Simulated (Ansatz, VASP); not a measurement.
# WC in VASP and in Ansatz

INCAR

```
SYSTEM = WC
PREC     = Accurate       ! precision mode
ENCUT    = 520            ! plane-wave cutoff, eV
EDIFF    = 1E-6           ! SCF threshold, eV
ISMEAR   = 0              ! smearing method
SIGMA    = 0.15           ! smearing width, eV
LREAL    = .False.        ! projectors in reciprocal space
LASPH    = .True.         ! aspherical terms in the spheres
NELM     = 80             ! most SCF steps
ALGO     = Normal         ! electronic algorithm
ISIF     = 2              ! what is computed and relaxed
LWAVE    = .False.        ! write WAVECAR
LCHARG   = .True.         ! write CHGCAR
GGA      = PS             ! functional
LELF     = .True.         ! ELF
LVHAR    = .True.       
NBANDS   = 16             ! bands
```

File KPOINTS:

```
Automatic mesh
0
Gamma
  24 24 22
  0 0 0
```

POSCAR

```
WC
1.0
    2.6665405736      0.0000000000      0.0000000000
   -1.3332702868      2.3092918770      0.0000000000
    0.0000000000      0.0000000000      2.7145074275
W C
1 1
Direct
    0.0000000000      0.0000000000      0.0000000000
    0.6666666667      0.3333333333      0.5000000000
```

Input for Ansatz:

```yaml
crystal:
  lattice:
    - [2.6665405736, 0.0, 0.0]
    - [-1.3332702868, 2.309291877, 0.0]
    - [0.0, 0.0, 2.7145074275]
  atoms:
    - { symbol: W, position: [0.0, 0.0, 0.0] }
    - { symbol: C, position: [0.6666666667, 0.3333333333, 0.5] }
basis:
  ecutwfc: 420
kpoints:
  mp_grid: { grid: [24, 24, 22] }
hamiltonian:
  xc: pbesol
scf:
  occupations: { method: gaussian, width: 0.15 }
output:
  forces: true
  stress: true
  eigenvalues: true
```

Change from the starting cell: strain -0.080 along x and y, -0.040 along z, atoms carried along.

Alike in both runs: task single point; functional PBEsol; k mesh 24 × 24 × 22; occupations gaussian, width 0.15 eV; no spin polarisation.

```csv
,VASP,Ansatz
version,VASP 6.6.1,Ansatz 0.2.0
potentials or method,"VASP PAW PBE potentials, release 64 (W_sv, C), cutoff 520 eV","scalar-relativistic, plane waves, PAW"
valence electrons in the cell,18,18
```

|  | VASP | Ansatz | Ansatz less VASP |
| --- | --- | --- | --- |
| gap on the k mesh at the Fermi level (eV) | none | none | - |
| pressure (GPa) | 132.0 | 128.4 | -3.54 |
| traceless stress, the component that is largest in VASP (GPa) | -19.33 | -19.64 | -0.307 |

VASP's potentials were made for PBE, not for PBEsol. A gap of «none» marks a metal or a gap that the smearing closes. Both programs put the cell under a high pressure, so it lies far from rest at this level.

Neither program's run includes spin-orbit coupling. Noted on VASP's run: the cell as given lies far from equilibrium.
